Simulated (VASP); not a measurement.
# SnO2 in VASP: notebook

SnO2 is run at these levels: PBE+D3(BJ); tasks: single point.

Everything below comes from runs of VASP 6.6.1. Logs are shortened: lines on timing, memory, paths and dates and some standing lists are left out, and cuts for length are marked.

### Step 1. The cell of the first run

It takes space group C2/m (No. 12, monoclinic). The conventional cell has a = 5.607 Å, b = 3.237 Å, c = 14.474 Å, α = 90.00°, β = 96.67°, γ = 90.00°. Sn (site symmetry 2/m) has 6 O at 2.12 Å within 2.8 Å. Sn (site symmetry m) has 6 O at 2.12 Å within 2.8 Å. O (site symmetry m) has 3 Sn at 2.12 Å and 3 O at 2.72 Å within 2.8 Å. Within 2.8 Å of O (site symmetry m) lie 3 Sn at 2.12 Å and 3 O at 2.72 Å. O (site symmetry m) has 3 Sn at 2.12 Å and 3 O at 2.72 Å within 2.8 Å.

### Step 2. Single point, PBE+D3(BJ)

Input file INCAR:

```
ALGO = Normal
EDIFF = 1E-6
ENCUT = 520
GGA = PE
ISIF = 2
ISMEAR = 0
IVDW = 12
LASPH = True
LCHARG = False
LREAL = False
LWAVE = False
NBANDS = 49
NELM = 100
PREC = Accurate
SIGMA = 0.05
```

Input file KPOINTS:

```
k-points
0
Gamma
  9 9 2
```

Input file POSCAR:

```
SnO2
1.0
   -3.2372529198      0.0000000000      0.0000000000
   -1.6186264599     -2.8035432670      0.0000000000
   -3.3991155658     -1.9624802870     14.3754773976
Sn O
3 6
Direct
    0.3531976423      0.3531976423      0.4478128920
    0.8955172914     -0.1044827086      0.1492610123
   -0.1891220069     -0.1891220069      0.7463647718
    0.5139499048      0.5139499048      0.2181668027
    0.4293106065     -0.5706893935      0.8152705622
   -0.0283697444     -0.0283697444      0.5167186824
    0.1924453797      0.1924453797      0.6774589813
    0.7347650289     -0.2652349711      0.3789071016
    0.2770846780      0.2770846780      0.0803552219
```

Potentials or basis: VASP PAW PBE potentials, release 64 (Sn_d, O).

On the command line:

```
> cat potpaw_PBE.64/Sn_d/POTCAR potpaw_PBE.64/O/POTCAR > POTCAR
> mpirun -np 1 vasp_std > vasp.out
```

OUTCAR:

```text
EDIFF = 1E-6
   ENCUT = 520
   GGA = PE
   ISIF = 2
   ISMEAR = 0
   IVDW = 12
   LASPH = True
   LREAL = False
   NELM = 100
   PREC = Accurate
 IVDW          = 12

 ion  position               nearest neighbor table
   1  0.353  0.353  0.448-   6 2.12   6 2.12   8 2.12   8 2.12   8 2.12   6 2.12
   2  0.896  0.896  0.149-   4 2.12   9 2.12   4 2.12   9 2.12   4 2.12   9 2.12
   3  0.811  0.811  0.746-   5 2.12   5 2.12   5 2.12   7 2.12   7 2.12   7 2.12
   4  0.514  0.514  0.218-   2 2.12   2 2.12   2 2.12
   5  0.429  0.429  0.815-   3 2.12   3 2.12   3 2.12
   6  0.972  0.972  0.517-   1 2.12   1 2.12   1 2.12
   7  0.192  0.192  0.677-   3 2.12   3 2.12   3 2.12
   8  0.735  0.735  0.379-   1 2.12   1 2.12   1 2.12
   9  0.277  0.277  0.080-   2 2.12   2 2.12   2 2.12

  LATTYP: Found a base centered monoclinic cell.
 ALAT       =     5.6070865340
 B/A-ratio  =     0.5773502692
 C/A-ratio  =     2.5812975239
 COS(beta)  =    -0.1162206205

  Lattice vectors:

 A1 = (  -3.2372529198,   0.0000000000,   0.0000000000)
 A2 = (  -1.6186264599,  -2.8035432670,   0.0000000000)
 A3 = (   1.4567638139,   0.8410629800,  14.3754773976)

Analysis of symmetry for initial positions (statically):
=====================================================================
 Subroutine PRICEL returns:
 Original cell was already a primitive cell.

 Routine SETGRP: Setting up the symmetry group for a
 base centered monoclinic supercell.

 Subroutine GETGRP returns: Found  4 space group operations
 (whereof  2 operations were pure point group operations)
 out of a pool of  4 trial point group operations.

The static configuration has the point symmetry C_1h.
 The point group associated with its full space group is C_2h.

Analysis of symmetry for dynamics (positions and initial velocities):
=====================================================================
 Subroutine PRICEL returns:
 Original cell was already a primitive cell.

 Routine SETGRP: Setting up the symmetry group for a
 base centered monoclinic supercell.

 Subroutine GETGRP returns: Found  4 space group operations
 (whereof  2 operations were pure point group operations)
 out of a pool of  4 trial point group operations.

The dynamic configuration has the point symmetry C_1h.
 The point group associated with its full space group is C_2h.

 Subroutine INISYM returns: Found  4 space group operations
 (whereof  2 operations are pure point group operations),
 and found     1 'primitive' translations

[... 114 lines left out ...]
   ISIF   =      2    stress and relaxation
   ISYM   =      2    0-nonsym 1-usesym 2-fastsym
   POTIM  = 0.5000    time-step for ionic-motion
   TEBEG  =    0.0;   TEEND  =   0.0 temperature during run
   PSTRESS=    0.0 pullay stress
   NELECT =      78.0000    total number of electrons
   NUPDOWN=      -1.0000    fix difference up-down
   EMIN   =  10.00;   EMAX   =-10.00  energy-range for DOS
   EFERMI =   0.00;   METHOD = LEGACY
   ISMEAR =     0;   SIGMA  =   0.05  broadening in eV -4-tet -1-fermi 0-gaus
   EFERMI_NEDOS =   21; number of points for ismear=-14 and -15
   IALGO  =     38    algorithm
   IMIX   =      4    mixing-type and parameters
     AMIX     =   0.40;   BMIX     =  1.00
     AMIX_MAG =   1.60;   BMIX_MAG =  1.00
  volume/ion in A,a.u.               =      14.50        97.83
  Fermi-wavevector in a.u.,A,eV,Ry     =   1.379127  2.606172 25.878168  1.901992
  Thomas-Fermi vector in A             =   2.504125
   LORBIT       =      0    0 simple, 1 ext, 2 COOP (PROOUT), +10 PAW based schemes
   GGA     = PE    functional components
   LHFCALC =     F    Hartree Fock is set to
   AEXX    =    0.0000 exact exchange contribution
   IVDW    =    12    specifies the selected vdW correction
   LEPSILON=     F    determine dielectric tensor
   LRPA    =     F    only Hartree local field effects (RPA)
 non-spin polarized calculation
 Gauss-broadening in eV      SIGMA  =   0.05
  energy-cutoff  :      520.00
  volume of cell :      130.47
 maximum number of plane-waves:      3560
   NGX = 13   NGY = 13   NGZ = 55

 number of electron      78.0000003 magnetization

 Free energy of the ion-electron system (eV)
  ---------------------------------------------------
  ext. energy  EPLUGINS =         0.00000000
  ---------------------------------------------------
  free energy    TOTEN  =       -54.51024388 eV

  energy without entropy =      -54.51024388  energy(sigma->0) =      -54.51024388

 E-fermi :   3.6514     XC(G=0):  -9.9089

 val. band max:        3.3973626738   @ k =  -0.1111   0.1111  -0.0000
 cond. band min:       5.2547433141   @ k =   0.0000   0.0000   0.0000
 fundamental gap:      1.8573806403
 Fermi energy:         3.6513809594

 k-point     1 :       0.0000    0.0000    0.0000
  band No.  band energies     occupation
      1     -16.7278      2.00000
      2     -16.7186      2.00000
      3     -16.7184      2.00000
      4     -16.4809      2.00000
      5     -16.4809      2.00000
      6     -16.4703      2.00000
[... 1237 lines left out ...]
     48      13.7932      0.00000
     49      14.8477      0.00000

 [... further k-points ...]

------------------------ aborting loop because EDIFF is reached ----------------------------------------

 Edisp (eV)   -1.63423

 E8    (eV) :    -0.6482

  FORCE on cell =-STRESS in cart. coord.  units (eV):
  Direction    XX          YY          ZZ          XY          YZ          ZX
  --------------------------------------------------------------------------------------
  -------------------------------------------------------------------------------------
  Total       0.23974     0.23943     0.28172     0.00026    -0.00375    -0.00650
  in kB       2.94401     2.94029     3.45959     0.00322    -0.04608    -0.07982
  external pressure =        3.11 kB  Pullay stress =        0.00 kB

 VOLUME and BASIS-vectors are now :
 -----------------------------------------------------------------------------
  energy-cutoff  :      520.00
  volume of cell :      130.47
      direct lattice vectors                 reciprocal lattice vectors
    -3.237252920  0.000000000  0.000000000    -0.308903884  0.178345741 -0.048694035
    -1.618626460 -2.803543267  0.000000000     0.000000000 -0.356691481 -0.048694035
    -3.399115566 -1.962480287 14.375477398     0.000000000  0.000000000  0.069562907

 POSITION                                       TOTAL-FORCE (eV/Angst)
 -----------------------------------------------------------------------------------
     -3.23725     -1.86903      6.43752         0.000000     -0.000000     -0.000000
     -4.85588     -2.80354      2.14570        -0.000001     -0.000000      0.124487
     -6.47451     -3.73806     10.72935         0.000001      0.000000     -0.124487
     -3.23725     -1.86903      3.13625        -0.000187     -0.000108      0.065540
     -4.85588     -2.80354     11.71990         0.001282      0.000740      0.256236
     -6.47451     -3.73806      7.42808        -0.000108     -0.000062      0.055057
     -3.23725     -1.86903      9.73880         0.000187      0.000108     -0.065540
     -4.85588     -2.80354      5.44697         0.000108      0.000062     -0.055057
     -1.61863     -0.93451      1.15514        -0.001282     -0.000740     -0.256236
 -----------------------------------------------------------------------------------
    total drift:                                0.000047      0.000027     -0.000048

  FREE ENERGIE OF THE ION-ELECTRON SYSTEM (eV)
  ---------------------------------------------------
  free  energy   TOTEN  =       -56.1444693707 eV

  energy  without entropy=      -56.1444693707  energy(sigma->0) =      -56.14446937
```

OSZICAR:

```text
N       E                     dE             d eps       ncg     rms          rms(c)
DAV:   1     0.109674547245E+04    0.10967E+04   -0.37769E+04  5629   0.239E+03
DAV:   2     0.146735726909E+03   -0.95001E+03   -0.89985E+03  5292   0.713E+02
DAV:   3    -0.488888056455E+02   -0.19562E+03   -0.19080E+03  5457   0.249E+02
DAV:   4    -0.630271239205E+02   -0.14138E+02   -0.13991E+02  5909   0.748E+01
DAV:   5    -0.634530241152E+02   -0.42590E+00   -0.42525E+00  5811   0.135E+01    0.185E+01
DAV:   6    -0.543635593934E+02    0.90895E+01   -0.31262E+01  7846   0.689E+01    0.705E+00
DAV:   7    -0.545688724357E+02   -0.20531E+00   -0.36781E+00  5488   0.902E+00    0.400E+00
DAV:   8    -0.545244356877E+02    0.44437E-01   -0.39354E-01  7519   0.488E+00    0.112E+00
DAV:   9    -0.545079821294E+02    0.16454E-01   -0.93216E-02  7715   0.351E+00    0.175E-01
DAV:  10    -0.545099264612E+02   -0.19443E-02   -0.11733E-02  6195   0.991E-01    0.895E-02
DAV:  11    -0.545102122403E+02   -0.28578E-03   -0.11274E-03  7006   0.307E-01    0.245E-02
DAV:  12    -0.545102459050E+02   -0.33665E-04   -0.12219E-04  6763   0.651E-02    0.215E-02
DAV:  13    -0.545102446679E+02    0.12371E-05   -0.17391E-05  6282   0.407E-02    0.608E-03
DAV:  14    -0.545102438787E+02    0.78916E-06   -0.40897E-06  5289   0.156E-02
   1 F= -.56144469E+02 E0= -.56144469E+02  d E =-.434199E-14
```

stdout:

```text
POSCAR found type information on POSCAR SnO
 POSCAR found :  2 types and       9 ions
 scaLAPACK will be used
 LDA part: xc-table for (Slater+PW92), standard interpolation
 POSCAR, INCAR and KPOINTS ok, starting setup
 FFT: planning ... GRIDC
 FFT: planning ... GRID_SOFT
 FFT: planning ... GRID
 WAVECAR not read
 entering main loop
```

Run time: 6.2 min. Hardware: 1 thread of Intel Xeon Platinum 8259CL at 2.50GHz (Skylake/Cascade Lake), shared host; peak memory 0.39 GiB.

Results:

```yaml
Free_energy: -56.1445 eV
Pressure: 0.3 GPa
Largest_force: 0.256 eV/Å
Band_gap_on_the_k_mesh: 1.86 eV (least direct gap 1.99 eV)
Dispersion_energy_per_atom: -0.182 eV
```

Forces in eV/Å, atoms in the order of the input:
```
Sn   0.000  0.000  0.000
Sn   0.000  0.000  0.124
Sn   0.000  0.000 -0.124
O    0.000  0.000  0.066
O    0.001  0.001  0.256
O    0.000  0.000  0.055
O    0.000  0.000 -0.066
O    0.000  0.000 -0.055
O   -0.001 -0.001 -0.256
```

Levels at points of the mesh, in eV from the valence-band top:
| k point | band 36 | band 37 | band 38 | band 39 | band 40 | band 41 | band 42 | band 43 |
| --- | --- | --- | --- | --- | --- | --- | --- | --- |
| (0.00, 0.00, 0.00) | -0.96 | -0.96 | -0.94 | -0.13 | 1.86 | 2.71 | 3.25 | 5.62 |
| (0.00, 0.00, 0.50) | -0.96 | -0.96 | -0.78 | -0.26 | 2.02 | 2.49 | 3.35 | 5.56 |

Caveat: spin-orbit coupling is left out, which moves the levels of the heavy elements; an odd mesh through Γ misses points on the zone boundary, where band edges can lie.

(Continued in part 2 of 2.)
